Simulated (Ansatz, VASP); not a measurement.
## One calculation of O, two programs

The input INCAR:

```
PREC     = Accurate       # precision mode
ENCUT    = 520            # plane-wave cutoff, eV
EDIFF    = 1E-6           # SCF threshold, eV
ISMEAR   = 0              # smearing method
SIGMA    = 0.05           # smearing width, eV
LREAL    = F              # projectors in reciprocal space
LASPH    = T              # aspherical terms in the spheres
NELM     = 60             # most SCF steps
ALGO     = Normal         # electronic algorithm
ISIF     = 2              # what is computed and relaxed
LWAVE    = F              # write WAVECAR
LCHARG   = F              # write CHGCAR
NBANDS   = 13             # bands
```

The input KPOINTS:

```
regular mesh
0
Gamma
  9 9 9
```

Contents of POSCAR:

```
O
1.0
    1.6749479049      0.9670316238      3.7319995215
   -1.6749479049      0.9670316238      3.7319995215
    0.0000000000     -1.9340632475      3.7319995215
O
2
Direct
    0.0546147200      0.0546147200      0.0546147200
    0.9453852800      0.9453852800      0.9453852800
```

The input input.yaml:

```yaml
crystal:
  lattice:
    - [1.6749479049, 0.9670316238, 3.7319995215]
    - [-1.6749479049, 0.9670316238, 3.7319995215]
    - [0.0, -1.9340632475, 3.7319995215]
  atoms:
    - { symbol: O, position: [0.05461472, 0.05461472, 0.05461472] }
    - { symbol: O, position: [0.94538528, 0.94538528, 0.94538528] }
hamiltonian:
  xc: lda
  pseudopotentials: { kind: paw, xc_functional: lda, accuracy: standard }
kpoints:
  mp_grid: { grid: [9, 9, 9] }
scf:
  occupations: { method: gaussian, width: 0.05 }
output:
  forces: true
  stress: true
  eigenvalues: true
```

Alike in both runs: task single point; functional LDA; k mesh 9 × 9 × 9; occupations gaussian, width 0.05 eV; no spin polarisation.

```csv
,VASP,Ansatz
version,VASP 6.6.1,Ansatz 0.2.0
potentials or method,"VASP PAW LDA potentials, release 64 (O)",JTH PAW LDA
plane-wave cutoff (eV),520,1380
valence electrons in the cell,12,12
```

|  | VASP | Ansatz | Ansatz less VASP |
| --- | --- | --- | --- |
| gap on the k mesh at the Fermi level (eV) | none | none | - |
| pressure (GPa) | -4.9 | -6.8 | -1.90 |
| traceless stress, the component that is largest in VASP (GPa) | 1.79 | -2.51 | -4.305 |
| rms of the force components (eV/Å) | 0.078 | 0.772 | +0.6939 |

LDA's correlation is that of Perdew and Zunger in VASP and of Perdew and Wang (1992) in Ansatz. Atom by atom the forces differ by 0.694 eV/Å (rms over components). A gap of «none» marks a metal or a gap that the smearing closes. One of these differences is far larger than is usual between the two programs; its cause wasn't traced.

Noted on VASP's run: the standard files for N, O and F lose accuracy on very short bonds; spin is off for a triplet molecule. Noted on Ansatz's run: spin is off for a triplet molecule.
